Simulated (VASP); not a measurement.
# MnS (Fm-3m) in VASP: further runs, part 2 of 2

VASP 6.6.1. Earlier steps stand in the parts before.

## (3) Relaxation of cell and atoms, LDA, collinear spin, ferromagnetic start

This run uses another cell than the first one, of 16.53 Å³/atom.

INCAR

```
SYSTEM = MnS
ALGO     = Normal         ! electronic algorithm
EDIFF    = 1E-6           ! SCF threshold, eV
EDIFFG   = -0.005         ! ionic threshold
ENCUT    = 600            ! plane-wave cutoff, eV
GGA      = CA             ! functional
IBRION   = 2              ! ionic algorithm
ISIF     = 3              ! what is computed and relaxed
ISMEAR   = 0              ! smearing method
ISPIN    = 2              ! spin polarisation
LASPH    = .TRUE.         ! aspherical terms in the spheres
LCHARG   = .FALSE.        ! write CHGCAR
LMAXMIX  = 4              ! l up to which the mixer works
LORBIT   = 11             ! projections on sites
LREAL    = .FALSE.        ! projectors in reciprocal space
LWAVE    = .FALSE.        ! write WAVECAR
MAGMOM   = 4.42 0.14      ! initial moments
NELM     = 150            ! most SCF steps
NSW      = 70             ! ionic steps
PREC     = Accurate       ! precision mode
SIGMA    = 0.1            ! smearing width, eV
```

KPOINTS

```
k-points
0
G
  14 14 14
  0 0 0
```

POSCAR

```
MnS
1.0
    0.0000000000      2.5476020649      2.5476020649
    2.5476020649      0.0000000000      2.5476020649
    2.5476020649      2.5476020649      0.0000000000
Mn S
1 1
Direct
    0.0000000000      0.0000000000      0.0000000000
    0.5000000000      0.5000000000      0.5000000000
```

Potentials or basis: VASP PAW LDA potentials, release 64 (Mn_pv, S).

Launch:

```console
> cat potpaw_LDA.64/Mn_pv/POTCAR potpaw_LDA.64/S/POTCAR > POTCAR
> mpirun -np 1 vasp_std > vasp.out
```

OUTCAR:

```text
SYSTEM = MnS
   EDIFF = 1E-6
   EDIFFG = -0.005
   ENCUT = 600
   GGA = CA
   IBRION = 2
   ISIF = 3
   ISMEAR = 0
   ISPIN = 2
   LASPH = .TRUE.
   LORBIT = 11
   LREAL = .FALSE.
   NELM = 150
   NSW = 70
   PREC = Accurate

 ion  position               nearest neighbor table
   1  0.000  0.000  0.000-   2 2.55   2 2.55   2 2.55   2 2.55   2 2.55   2 2.55
   2  0.500  0.500  0.500-   1 2.55   1 2.55   1 2.55   1 2.55   1 2.55   1 2.55

  LATTYP: Found a face centered cubic cell.
 ALAT       =     5.0952041298

  Lattice vectors:

 A1 = (   0.0000000000,   2.5476020649,   2.5476020649)
 A2 = (   2.5476020649,   0.0000000000,   2.5476020649)
 A3 = (   2.5476020649,   2.5476020649,   0.0000000000)

Analysis of symmetry for initial positions (statically):
=====================================================================
 Subroutine PRICEL returns:
 Original cell was already a primitive cell.

 Routine SETGRP: Setting up the symmetry group for a
 face centered cubic supercell.

 Subroutine GETGRP returns: Found 48 space group operations
 (whereof 48 operations were pure point group operations)
 out of a pool of 48 trial point group operations.

The static configuration has the point symmetry O_h .

Analysis of symmetry for dynamics (positions and initial velocities):
=====================================================================
 Subroutine PRICEL returns:
 Original cell was already a primitive cell.

 Routine SETGRP: Setting up the symmetry group for a
 face centered cubic supercell.

 Subroutine GETGRP returns: Found 48 space group operations
 (whereof 48 operations were pure point group operations)
 out of a pool of 48 trial point group operations.
[... 325 lines left out ...]

 spin component 1

 k-point     1 :       0.0000    0.0000    0.0000
  band No.  band energies     occupation
      1     -39.8806      1.00000
      2     -39.8806      1.00000
      3     -39.8806      1.00000
      4      -6.8418      1.00000
      5       6.4279      1.00000
      6       6.4279      1.00000
      7       6.4279      1.00000
      8       6.5662      1.00000
      9       6.5662      1.00000
     10       7.5216      1.00000
     11       7.5216      1.00000
     12       7.5216      1.00000
     13      13.7893      0.00000
     14      19.0835      0.00000
[... 403 lines left out ...]
      4      -5.8489      1.00000
      5       3.3024      1.00000
      6       4.7391      1.00000
      7       5.0812      1.00000
      8       6.5172      1.00000
      9       7.0344      1.00000
     10       7.8681      1.00000
     11       8.7592      1.00000
     12       9.9039      0.00000
     13      15.7532      0.00000
     14      16.1231      0.00000
     15      17.5169      0.00000

 [... further k-points ...]

 spin component 2

 k-point     1 :       0.0000    0.0000    0.0000
  band No.  band energies     occupation
      1     -36.8219      1.00000
      2     -36.8219      1.00000
      3     -36.8219      1.00000
      4      -6.5810      1.00000
      5       7.7277      1.00000
      6       7.7277      1.00000
      7       7.7277      1.00000
      8       8.7078      1.00000
      9       8.7078      1.00000
     10       8.7078      1.00000
     11       8.8294      1.00000
     12       8.8294      1.00000
     13      14.3135      0.00000
     14      20.0604      0.00000
[... 444 lines left out ...]
  FREE ENERGIE OF THE ION-ELECTRON SYSTEM (eV)
  ---------------------------------------------------
  free  energy   TOTEN  =       -15.3821406638 eV

  energy  without entropy=      -15.3740864828  energy(sigma->0) =      -15.37811357

 reached required accuracy - stopping structural energy minimisation

 total charge

# of ion       s       p       d       tot
------------------------------------------
    1        0.276   6.251   5.166  11.694
    2        1.323   2.415   0.000   3.738
--------------------------------------------------
tot          1.599   8.667   5.166  15.431

 magnetization (x)

# of ion       s       p       d       tot
------------------------------------------
    1        0.050   0.034   3.074   3.157
    2        0.019   0.027   0.000   0.046
--------------------------------------------------
tot          0.069   0.060   3.074   3.203
```

OSZICAR:

```text
N       E                     dE             d eps       ncg     rms          rms(c)
DAV:   1     0.153538208622E+03    0.15354E+03   -0.11638E+04  6248   0.148E+03
DAV:   2    -0.925514131834E+01   -0.16279E+03   -0.15610E+03  6821   0.365E+02
[... 50 lines left out ...]
DAV:   2    -0.153830671252E+02    0.11354E-02   -0.13169E-02  6261   0.187E+00    0.400E-01
DAV:   3    -0.153821990469E+02    0.86808E-03   -0.18972E-03  6301   0.742E-01    0.848E-02
DAV:   4    -0.153821526897E+02    0.46357E-04   -0.22230E-04  6555   0.913E-02    0.671E-02
DAV:   5    -0.153821432244E+02    0.94654E-05   -0.32515E-05  6947   0.744E-02    0.281E-02
DAV:   6    -0.153821412800E+02    0.19444E-05   -0.34820E-06  6786   0.174E-02    0.134E-02
DAV:   7    -0.153821406638E+02    0.61617E-06   -0.11629E-06  5117   0.988E-03
   5 F= -.15382141E+02 E0= -.15378114E+02  d E =-.428830E-04  mag=     3.3930
```

CONTCAR:

```text
MnS
   1.00000000000000
     0.0000000000000000    2.3859617573381882    2.3859617573381882
     2.3859617573381882    0.0000000000000000    2.3859617573381882
     2.3859617573381882    2.3859617573381882   -0.0000000000000000
  Mn              S
     1     1
Direct
     0.0000000000000000    0.0000000000000000    0.0000000000000000
     0.5000000000000000    0.5000000000000000    0.5000000000000000

  0.00000000E+00  0.00000000E+00  0.00000000E+00
  0.00000000E+00  0.00000000E+00  0.00000000E+00
```

Run time: 8 min. Hardware: 1 thread of Intel Xeon Platinum 8259CL at 2.50GHz (Skylake/Cascade Lake), shared host; peak memory 0.24 GiB.

What came out:

```yaml
Free_energy: -15.3821 eV
Relaxed_volume: 13.58 Å³/atom
Relaxed_cell: a = 3.374 Å, b = 3.374 Å, c = 3.374 Å, α = 60.00°, β = 60.00°, γ = 60.00°
Space_group_after_relaxing_to_0.1_Å: Fm-3m (No. 225)
Energy_gained_by_relaxing: 118.3 meV/atom
Ionic_steps: 5
Pressure_after_relaxing: 0.0 GPa
Net_moment: 3.39 μB per cell
Site_moments: Mn +3.16; S +0.05 μB
Valence_electrons_inside_the_program's_atomic_spheres: Mn 11.69; S 3.74
```

Step by step:
```csv
step,energy change (eV),largest force (eV/Å),pressure (GPa),volume (Å³)
1,0.0000,0.0000,-10.43,33.07
2,-0.2265,0.0000,-2.99,28.18
3,-0.2366,0.0000,-0.20,27.21
4,-0.2365,0.0000,0.20,27.10
5,-0.2366,0.0000,0.01,27.17
```

Final structure:
```yaml
crystal:
  lattice:
    - [0.00000, 2.38596, 2.38596]
    - [2.38596, 0.00000, 2.38596]
    - [2.38596, 2.38596, 0.00000]
  atoms:
    - { symbol: Mn, position: [0.00000, 0.00000, 0.00000] }
    - { symbol: S, position: [0.50000, 0.50000, 0.50000] }
```

Levels at points of the mesh, in eV from the Fermi level:
Spin up:
| k point | band 8 | band 9 | band 10 | band 11 | band 12 | band 13 | band 14 | band 15 |
| --- | --- | --- | --- | --- | --- | --- | --- | --- |
| (0.00, 0.00, 0.00) | -2.89 | -2.89 | -1.93 | -1.93 | -1.93 | 4.33 | 9.63 | 9.63 |
| (0.50, 0.00, 0.00) | -1.99 | -1.99 | -1.47 | 1.99 | 1.99 | 3.20 | 5.91 | 5.91 |
| (0.50, 0.50, 0.00) | -4.08 | -2.42 | -1.74 | -1.74 | -0.95 | 1.98 | 6.38 | 12.77 |
Spin down:
| k point | band 6 | band 7 | band 8 | band 9 | band 10 | band 11 |
| --- | --- | --- | --- | --- | --- | --- |
| (0.00, 0.00, 0.00) | -1.73 | -1.73 | -0.75 | -0.75 | -0.75 | -0.63 |
| (0.50, 0.00, 0.00) | -4.50 | -4.50 | 0.72 | 0.72 | 1.11 | 3.53 |
| (0.50, 0.50, 0.00) | -3.81 | -3.81 | -2.32 | 0.00 | 1.09 | 1.09 |

Caveat: the volume moved by over 15 % at a fixed basis, so the end points are rough; a cell with one magnetic atom can't hold antiferromagnetic order, which such compounds often take; semilocal functionals often make such compounds metallic where correlation or magnetic order opens a gap, which also shifts bond lengths. LDA usually gives volumes a few per cent too small.
